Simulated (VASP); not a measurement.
Input of a VASP 6.6.1 run:

File INCAR:

```
PREC = Accurate
ENCUT = 520
EDIFF = 1E-6
ISMEAR = -1
SIGMA = 0.1
LREAL = F
LASPH = T
NELM = 80
ALGO = Normal
ISIF = 2
LWAVE = F
LCHARG = T
LELF = T
LVHAR = T
NBANDS = 16
```

KPOINTS

```
regular mesh
0
Gamma
  12 12 12
```

File POSCAR:

```
PW
1.0
    0.0000000000      2.4374965249      2.4374965249
    2.4374965249      0.0000000000      2.4374965249
    2.4374965249      2.4374965249      0.0000000000
W P
1 1
Direct
    0.0000000000      0.0000000000      0.0000000000
    0.2500000000      0.2500000000      0.2500000000
```

Potentials or basis: VASP PAW LDA potentials, release 64 (W_sv, P).

The run is started by

```sh
$ cat potpaw_LDA.64/W_sv/POTCAR potpaw_LDA.64/P/POTCAR > POTCAR
$ mpirun -np 1 vasp_std > vasp.out
```

(1) Estimate the pressure.

## Answers

(1) 76.1 GPa.
